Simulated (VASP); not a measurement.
# ScIn3As (P4mm) in VASP: single point with PBE

Aim: the single point of ScIn3As with PBE.

Program: VASP 6.6.1. These are calculated values, not measurements. Logs are shortened: lines on timing, memory, paths and dates and some standing lists are left out, and cuts for length are marked.

## 1. The cell of the first run

It takes space group P4mm (No. 99, tetragonal). Conventional cell: a = 5.013 Å, b = 5.013 Å, c = 5.504 Å, α = 90.00°, β = 90.00°, γ = 90.00°. Sc (site symmetry 4mm) has 2 As at 2.60 to 2.90 Å and 4 In at 2.97 Å within 3.4 Å. Within 3.7 Å of In (site symmetry 2mm) lie 2 As at 2.83 Å and 2 Sc at 2.97 Å and 6 In at 3.38 to 3.54 Å. Within 4.4 Å of In (site symmetry 4mm) lie 8 In at 3.38 to 4.09 Å and 4 Sc at 3.61 Å and 4 As at 4.04 Å. As (site symmetry 4mm) has 2 Sc at 2.60 to 2.90 Å and 4 In at 2.83 Å within 3.4 Å.

The cell was generated, and may not be a known phase.

## 2. Single point, PBE, collinear spin

Contents of INCAR:

```
PREC = Accurate
ENCUT = 520
EDIFF = 1E-6
ISMEAR = 0
SIGMA = 0.1
LREAL = F
LASPH = T
NELM = 150
ALGO = Fast
ISIF = 2
LWAVE = F
LCHARG = F
ISPIN = 2
MAGMOM = 1 0 0 0 0
LORBIT = 11
LMAXMIX = 4
GGA = PE
NBANDS = 40
```

Contents of KPOINTS:

```
regular mesh
0
Gamma
  4 4 4
```

Contents of POSCAR:

```
ScIn3As
1.0
    5.0132635516      0.0000000000      0.0000000000
    0.0000000000      5.0132635516      0.0000000000
    0.0000000000      0.0000000000      5.5042252579
Sc In As
1 3 1
Direct
    0.5000000000      0.5000000000      0.0028740525
    0.5000000000      0.0000000000      0.2920836271
    0.0000000000      0.5000000000      0.2920836271
    0.0000000000      0.0000000000      0.8802939716
    0.5000000000      0.5000000000      0.5297372617
```

Potentials or basis: VASP PAW PBE potentials, release 64 (Sc_sv, In_d, As).

Started as:

```bash
cat potpaw_PBE.64/Sc_sv/POTCAR potpaw_PBE.64/In_d/POTCAR potpaw_PBE.64/As/POTCAR > POTCAR
mpirun -np 1 vasp_std > vasp.out
```

OUTCAR:

```text
PREC = Accurate
   ENCUT = 520
   EDIFF = 1E-6
   ISMEAR = 0
   LREAL = F
   LASPH = T
   NELM = 150
   ISIF = 2
   ISPIN = 2
   LORBIT = 11
   GGA = PE

 ion  position               nearest neighbor table
   1  0.500  0.500  0.003-   5 2.60   5 2.90   3 2.97   2 2.97   2 2.97   3 2.97   4 3.61   4 3.61
                             4 3.61   4 3.61
   2  0.500  0.000  0.292-   5 2.83   5 2.83   1 2.97   1 2.97   4 3.38   4 3.38   3 3.54   3 3.54
                             3 3.54   3 3.54
   3  0.000  0.500  0.292-   5 2.83   5 2.83   1 2.97   1 2.97   4 3.38   4 3.38   2 3.54   2 3.54
                             2 3.54   2 3.54
   4  0.000  0.000  0.880-   2 3.38   3 3.38   3 3.38   2 3.38   1 3.61   1 3.61   1 3.61   1 3.61

   5  0.500  0.500  0.530-   1 2.60   2 2.83   3 2.83   2 2.83   3 2.83   1 2.90

  LATTYP: Found a simple tetragonal cell.
 ALAT       =     5.0132635516
 C/A-ratio  =     1.0979325546

  Lattice vectors:

 A1 = (   5.0132635516,   0.0000000000,   0.0000000000)
 A2 = (   0.0000000000,   5.0132635516,   0.0000000000)
 A3 = (   0.0000000000,   0.0000000000,   5.5042252579)

Analysis of symmetry for initial positions (statically):
=====================================================================
 Subroutine PRICEL returns:
 Original cell was already a primitive cell.

 Routine SETGRP: Setting up the symmetry group for a
 simple tetragonal supercell.

 Subroutine GETGRP returns: Found  8 space group operations
 (whereof  8 operations were pure point group operations)
 out of a pool of 16 trial point group operations.

The static configuration has the point symmetry C_4v.

Analysis of symmetry for dynamics (positions and initial velocities):
=====================================================================
 Subroutine PRICEL returns:
 Original cell was already a primitive cell.

 Routine SETGRP: Setting up the symmetry group for a
 simple tetragonal supercell.

 Subroutine GETGRP returns: Found  8 space group operations
 (whereof  8 operations were pure point group operations)
 out of a pool of 16 trial point group operations.

The dynamic configuration has the point symmetry C_4v.

Analysis of structural, dynamic, and magnetic symmetry:
=====================================================================
 Subroutine PRICEL returns:
 Original cell was already a primitive cell.

 Routine SETGRP: Setting up the symmetry group for a
 simple tetragonal supercell.

 Subroutine GETGRP returns: Found  8 space group operations
 (whereof  8 operations were pure point group operations)
 out of a pool of 16 trial point group operations.

The overall configuration has the point symmetry C_4v.

 Subroutine INISYM returns: Found  8 space group operations
 (whereof  8 operations are pure point group operations),
 and found     1 'primitive' translations

----------------------------------------------------------------------------------------

                                     Primitive cell

  volume of cell :     138.3367

  direct lattice vectors                    reciprocal lattice vectors
     5.013263552  0.000000000  0.000000000     0.199470862  0.000000000  0.000000000
     0.000000000  5.013263552  0.000000000     0.000000000  0.199470862  0.000000000
     0.000000000  0.000000000  5.504225258     0.000000000  0.000000000  0.181678611

  length of vectors
     5.013263552  5.013263552  5.504225258     0.199470862  0.199470862  0.181678611

  position of ions in fractional coordinates (direct lattice)
     0.500000000  0.500000000  0.002874052
     0.500000000  0.000000000  0.292083627
     0.000000000  0.500000000  0.292083627
     0.000000000  0.000000000  0.880293972
     0.500000000  0.500000000  0.529737262

  ion indices of the primitive-cell ions
   primitive index   ion index
                 1           1
                 2           2
                 3           3
                 4           4
                 5           5

----------------------------------------------------------------------------------------

 KPOINTS: regular mesh

Automatic generation of k-mesh.
 Grid dimensions read from file:
 generate k-points for:    4    4    4

 Generating k-lattice:

  Cartesian coordinates                     Fractional coordinates (reciprocal lattice)
     0.049867715  0.000000000  0.000000000     0.250000000  0.000000000  0.000000000
     0.000000000  0.049867715  0.000000000     0.000000000  0.250000000  0.000000000
     0.000000000  0.000000000  0.045419653     0.000000000  0.000000000  0.250000000

  Length of vectors
     0.049867715  0.049867715  0.045419653

  Shift w.r.t. Gamma in fractional coordinates (k-lattice)
     0.000000000  0.000000000  0.000000000

 Subroutine IBZKPT returns following result:
 ===========================================

 Found     18 irreducible k-points:

 Following reciprocal coordinates:
            Coordinates               Weight
  0.000000  0.000000  0.000000      1.000000
  0.250000  0.000000  0.000000      4.000000
  0.500000  0.000000  0.000000      2.000000
  0.250000  0.250000  0.000000      4.000000
  0.500000  0.250000  0.000000      4.000000
  0.500000  0.500000  0.000000      1.000000
[... 10 lines left out ...]
  0.500000  0.250000  0.500000      4.000000
  0.500000  0.500000  0.500000      1.000000
   k-points           NKPTS =     18   k-points in BZ     NKDIM =     18   number of bands    NBANDS=     40
   number of dos      NEDOS =    301   number of ions     NIONS =      5
   total plane-waves  NPLWV =  67200
   dimension x,y,z NGX =    40 NGY =   40 NGZ =   42
   dimension x,y,z NGXF=    80 NGYF=   80 NGZF=   84
   ions per type =               1   3   1
   NGX,Y,Z   is equivalent  to a cutoff of  13.26, 13.26, 12.69 a.u.
   NGXF,Y,Z  is equivalent  to a cutoff of  26.53, 26.53, 25.37 a.u.
 SYSTEM =  unknown system
   PREC   = accura    normal or accurate (medium, high low for compatibility)
   ISTART =      0    job   : 0-new  1-cont  2-samecut
   ICHARG =      2    charge: 1-file 2-atom 10-const
   ISPIN  =      2    spin polarized calculation?
   LNONCOLLINEAR =      F non collinear calculations
   LSORBIT =      F    spin-orbit coupling
   LASPH  =      T    aspherical Exc in radial PAW
   ENCUT  =  520.0 eV  38.22 Ry    6.18 a.u.   9.32  9.32 10.23*2*pi/ulx,y,z
   NELM   =    150;   NELMIN=  2; NELMDL= -5     # of ELM steps
   EDIFF  = 0.1E-05   stopping-criterion for ELM
   LREAL  =      F    real-space projection
   EDIFFG = 0.1E-04   stopping-criterion for IOM
   NSW    =      0    number of steps for IOM
   IBRION =     -1    ionic relax: 0-MD 1-quasi-New 2-CG
   NFREE  =      0    steps in history (QN), initial steepest desc. (CG)
   ISIF   =      2    stress and relaxation
   ISYM   =      2    0-nonsym 1-usesym 2-fastsym
   POTIM  = 0.5000    time-step for ionic-motion
   TEBEG  =    0.0;   TEEND  =   0.0 temperature during run
   PSTRESS=    0.0 pullay stress
   NELECT =      55.0000    total number of electrons
   NUPDOWN=      -1.0000    fix difference up-down
   EMIN   =  10.00;   EMAX   =-10.00  energy-range for DOS
   EFERMI =   0.00;   METHOD = LEGACY
   ISMEAR =     0;   SIGMA  =   0.10  broadening in eV -4-tet -1-fermi 0-gaus
   EFERMI_NEDOS =   21; number of points for ismear=-14 and -15
   IALGO  =     68    algorithm
   IMIX   =      4    mixing-type and parameters
     AMIX     =   0.40;   BMIX     =  1.00
     AMIX_MAG =   1.60;   BMIX_MAG =  1.00
  volume/ion in A,a.u.               =      27.67       186.71
  Fermi-wavevector in a.u.,A,eV,Ry     =   1.203788  2.274829 19.716274  1.449105
  Thomas-Fermi vector in A             =   2.339531
   LORBIT       =     11    0 simple, 1 ext, 2 COOP (PROOUT), +10 PAW based schemes
   GGA     = PE    functional components
   LHFCALC =     F    Hartree Fock is set to
   AEXX    =    0.0000 exact exchange contribution
   IVDW    =     0    specifies the selected vdW correction
   LEPSILON=     F    determine dielectric tensor
   LRPA    =     F    only Hartree local field effects (RPA)
 spin polarized calculation
 RMM-DIIS sequential band-by-band and
 Gauss-broadening in eV      SIGMA  =   0.10
  energy-cutoff  :      520.00
  volume of cell :      138.34
 maximum number of plane-waves:      3756
 NGX is ok and might be reduce to    40
   NGX = 19   NGY = 19   NGZ = 21

 number of electron      55.0000030 magnetization       0.0001552

 number of electron      55.0000030 magnetization      -0.0000393

 Free energy of the ion-electron system (eV)
  ---------------------------------------------------
  ext. energy  EPLUGINS =         0.00000000
  ---------------------------------------------------
  free energy    TOTEN  =       -18.74734863 eV

  energy without entropy =      -18.73459287  energy(sigma->0) =      -18.74097075

 E-fermi :   5.4937     XC(G=0):  -9.5337

 val. band max:        5.4880118245   @ k =   0.0000   0.0000   0.5000
 cond. band min:       5.4959837330   @ k =   0.0000   0.0000   0.2500
 fundamental gap:      0.0079719085
 Fermi energy:         5.4936581735

 spin component 1

 k-point     1 :       0.0000    0.0000    0.0000
  band No.  band energies     occupation
      1     -44.7012      1.00000
      2     -23.3640      1.00000
      3     -23.3612      1.00000
      4     -23.3612      1.00000
      5      -9.5498      1.00000
      6      -9.4338      1.00000
[... 31 lines left out ...]
     38      10.1415      0.00000
     39      11.1302      0.00000

 k-point     2 :       0.2500    0.0000    0.0000
  band No.  band energies     occupation
      1     -44.7012      1.00000
      2     -23.3638      1.00000
      3     -23.3621      1.00000
      4     -23.3612      1.00000
      5      -9.5076      1.00000
      6      -9.3927      1.00000
[... 661 lines left out ...]
     38      10.8813      0.00000
     39      11.5880      0.00000

 k-point    18 :       0.5000    0.5000    0.5000
  band No.  band energies     occupation
      1     -44.7012      1.00000
      2     -23.3642      1.00000
      3     -23.3628      1.00000
      4     -23.3628      1.00000
      5      -9.4747      1.00000
      6      -9.3857      1.00000
[... 31 lines left out ...]
     38      12.3088      0.00000
     39      12.3655      0.00000
 Fermi energy:         5.4936581735

 spin component 2

 k-point     1 :       0.0000    0.0000    0.0000
  band No.  band energies     occupation
      1     -44.7012      1.00000
      2     -23.3640      1.00000
      3     -23.3612      1.00000
      4     -23.3612      1.00000
      5      -9.5498      1.00000
      6      -9.4338      1.00000
[... 31 lines left out ...]
     38      10.1414      0.00000
     39      11.1304      0.00000

 k-point     2 :       0.2500    0.0000    0.0000
  band No.  band energies     occupation
      1     -44.7012      1.00000
      2     -23.3637      1.00000
      3     -23.3621      1.00000
      4     -23.3612      1.00000
      5      -9.5076      1.00000
      6      -9.3927      1.00000
[... 661 lines left out ...]
     38      10.8813      0.00000
     39      11.5880      0.00000

 k-point    18 :       0.5000    0.5000    0.5000
  band No.  band energies     occupation
      1     -44.7012      1.00000
      2     -23.3642      1.00000
      3     -23.3628      1.00000
      4     -23.3628      1.00000
      5      -9.4747      1.00000
      6      -9.3857      1.00000
[... 31 lines left out ...]
     38      12.3256      0.00000
     39      12.3808      0.00000
 [bands above 39 left out]

------------------------ aborting loop because EDIFF is reached ----------------------------------------

  FORCE on cell =-STRESS in cart. coord.  units (eV):
  Direction    XX          YY          ZZ          XY          YZ          ZX
  --------------------------------------------------------------------------------------
  -------------------------------------------------------------------------------------
  Total       -0.2719205     -0.2719205      0.6282989      0.0000000     -0.0000000      0.0000000
  in kB       -3.1493090     -3.1493090      7.2767860      0.0000000     -0.0000000      0.0000000
  external PRESSURE =       0.3260560 kB  Pullay stress =       0.0000000 kB

 VOLUME and BASIS-vectors are now :
 -----------------------------------------------------------------------------
  energy-cutoff  :      520.00
  volume of cell :      138.34
      direct lattice vectors                 reciprocal lattice vectors
     5.013263552  0.000000000  0.000000000     0.199470862  0.000000000  0.000000000
     0.000000000  5.013263552  0.000000000     0.000000000  0.199470862  0.000000000
     0.000000000  0.000000000  5.504225258     0.000000000  0.000000000  0.181678611

 POSITION                                       TOTAL-FORCE (eV/Angst)
 -----------------------------------------------------------------------------------
      2.50663      2.50663      0.01582         0.000000      0.000000     -0.021644
      2.50663      0.00000      1.60769         0.000000     -0.000000     -0.011796
      0.00000      2.50663      1.60769         0.000000     -0.000000     -0.011796
      0.00000      0.00000      4.84534         0.000000     -0.000000      0.067822
      2.50663      2.50663      2.91579         0.000000     -0.000000     -0.022587
 -----------------------------------------------------------------------------------
    total drift:                               -0.000000      0.000000      0.000600

  FREE ENERGIE OF THE ION-ELECTRON SYSTEM (eV)
  ---------------------------------------------------
  free  energy   TOTEN  =       -18.7473486278 eV

  energy  without entropy=      -18.7345928711  energy(sigma->0) =      -18.74097075

 total charge

# of ion       s       p       d       tot
------------------------------------------
    1        2.184   6.089   1.116   9.389
    2        0.966   0.572   9.852  11.391
    3        0.966   0.572   9.852  11.391
    4        1.016   0.431   9.834  11.281
    5        1.260   1.481   0.031   2.772
--------------------------------------------------
tot          6.393   9.146  30.686  46.224

 magnetization (x)

# of ion       s       p       d       tot
------------------------------------------
    1        0.000   0.000   0.000   0.000
    2        0.000   0.000  -0.000   0.000
    3        0.000   0.000  -0.000   0.000
    4        0.000  -0.000  -0.000   0.000
    5       -0.000  -0.000  -0.000  -0.000
--------------------------------------------------
tot          0.000  -0.000   0.000   0.000
```

Wall time 2.6 min (1 thread of Intel Xeon 6975P-C (Granite Rapids), shared host); peak memory 0.39 GiB.

Results:

| Quantity | Value |
| --- | --- |
| Free energy | -18.7473 eV |
| Pressure | 0.0 GPa |
| Largest force | 0.068 eV/Å |
| Net moment | 0.00 μB per cell |
| Valence electrons inside the program's atomic spheres | Sc 9.39; In 11.39, 11.28 (each value once); As 2.77 |

Forces on the atoms (eV/Å):
```
Sc   0.000  0.000 -0.022
In   0.000  0.000 -0.012
In   0.000  0.000 -0.012
In   0.000  0.000  0.068
As   0.000  0.000 -0.023
```

Stress tensor (GPa, compression positive):
```
-0.31  0.00  0.00
 0.00 -0.31  0.00
 0.00  0.00  0.73
```

Caveat: spin-orbit coupling is left out, which moves the levels of the heavy elements.
